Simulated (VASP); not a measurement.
# Bi: single point with PBEsol

The system is Bi.

```
CELL_PARAMETERS angstrom
-1.83032 1.83032 1.83032
1.83032 -1.83032 1.83032
1.83032 1.83032 -1.83032
ATOMIC_POSITIONS crystal
Bi 0.00000 0.00000 0.00000
```

This isn't the form of Bi at room conditions, which is rhombohedral.

| Quantity | Value |
| --- | --- |
| Program | VASP 6.6.1 |
| Task | single point |
| Functional | PBEsol |
| Potentials or basis | VASP PAW PBE potentials, release 64 (Bi_d) |
| Cutoff | 520 eV |
| k mesh | 20 × 20 × 20 |
| Occupations | gaussian, width 0.05 eV |
| Spin | non-collinear spin, zero start, spin-orbit coupling |
| Starting moments | [[0.0, 0.0, 0.0]] μB |

```
Pressure                                              : 20.2 GPa
Net moment                                            : 0.00 μB per cell
Valence electrons inside the program's atomic spheres : Bi 12.91
```

Moments on the atoms (μB; x, y, z):
```
Bi  0.00 0.00 0.00
```

Run time: 3.1 min on 1 thread of AMD EPYC 9R14 (Zen 4), on a shared host, peak memory 0.33 GiB.

Caveat: the cell stands under pressure; the PAW data sets were made with another functional, which shifts forces and pressure a little.
